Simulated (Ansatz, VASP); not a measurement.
# Al3H: VASP beside Ansatz

```xyz
8
Lattice="5.7180 0.0000 0.0000 -2.8590 4.9520 0.0000 0.0000 0.0000 4.1628" Properties=species:S:1:pos:R:3 pbc="T T T"
Al    0.0000    1.7494    3.1221
Al    4.2030    0.8747    1.0407
Al    2.8590    3.2026    1.0407
Al   -1.3440    4.0773    3.1221
Al    1.3440    4.0773    3.1221
Al    1.5150    0.8747    1.0407
H     2.8590    1.6507    3.1221
H     0.0000    3.3013    1.0407
```

Change from the starting cell: species swapped into the V3Sn type (P6_3/mmc, No. 194).

Alike in both runs: functional PBE; k mesh 12 × 12 × 10; occupations gaussian, width 0.1 eV; no spin polarisation.

Ansatz relaxed the structure, and its values are those at the end. VASP's run is a single point on that final structure, the one shown.

|  | VASP | Ansatz |
| --- | --- | --- |
| version | VASP 6.6.1 | Ansatz 0.2.0 |
| potentials or method | VASP PAW PBE potentials, release 64 (Al, H), cutoff 520 eV | scalar-relativistic, plane waves, PAW |
| valence electrons in the cell | 20 | 20 |

|  | VASP | Ansatz | Ansatz less VASP |
| --- | --- | --- | --- |
| gap on the k mesh at the Fermi level (eV) | none | none | - |
| pressure (GPa) | 0.0 | 0.0 | +0.05 |
| rms of the force components (eV/Å) | 0.003 | 0.003 | -0.0004 |

A gap of «none» marks a metal or a gap that the smearing closes.
